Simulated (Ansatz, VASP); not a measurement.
**Two plane-wave programs on B**

```
B
1.0
    -1.55222    2.63338    2.25127
     1.55222   -2.63338    2.25127
     1.55222    2.63338   -2.25127
B
4
Direct
  0.04367 0.24852 0.79515
  0.45337 0.24852 0.20485
  0.29783 0.62020 0.67764
  0.94256 0.62020 0.32236
```

Alike in both runs: functional PBE; k mesh 8 × 8 × 8; occupations gaussian, width 0.1 eV; no spin polarisation.

Ansatz relaxed the structure, and its values are those at the end. VASP's run is a single point on that final structure, the one shown.

|  | VASP | Ansatz |
| --- | --- | --- |
| version | VASP 6.6.1 | Ansatz 0.2.0 |
| potentials or method | VASP PAW PBE potentials, release 64 (B), cutoff 520 eV | scalar-relativistic, plane waves, PAW |
| valence electrons in the cell | 12 | 12 |

|  | VASP | Ansatz | Ansatz less VASP |
| --- | --- | --- | --- |
| gap on the k mesh at the Fermi level (eV) | none | none | - |
| pressure (GPa) | -0.1 | -0.1 | +0.01 |
| rms of the force components (eV/Å) | 0.002 | 0.004 | +0.0018 |

A gap of «none» marks a metal or a gap that the smearing closes.
